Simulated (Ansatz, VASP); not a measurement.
Two plane-wave programs on Se

```
Se
1.0
     2.63453    0.00000    0.00000
     0.00000    2.63453    0.00000
     0.00000    0.00000    4.33757
Se
1
Direct
  0.00000 0.00000 0.50000
```

Alike in both runs: functional PBE; k mesh 20 × 20 × 14; occupations gaussian, width 0.1 eV; no spin polarisation.

Ansatz relaxed the structure, and its values are those at the end. VASP's run is a single point on that final structure, the one shown.

|  | VASP | Ansatz |
| --- | --- | --- |
| version | VASP 6.6.1 | Ansatz 0.2.0 |
| potentials or method | VASP PAW PBE potentials, release 64 (Se), cutoff 520 eV | scalar-relativistic, plane waves, PAW |
| valence electrons in the cell | 6 | 16 |

VASP gave:

```
gap on the k mesh at the Fermi level (eV) : none
pressure (GPa)                            : 0.1
```

Task: What did Ansatz give for the same quantities?

Result: gap on the k mesh at the Fermi level (eV): none; pressure (GPa): 0.0.

A gap of «none» marks a metal or a gap that the smearing closes. VASP's potentials hold 6 valence electrons a cell and Ansatz's 16, so a difference there can come from the potentials and not from the codes.
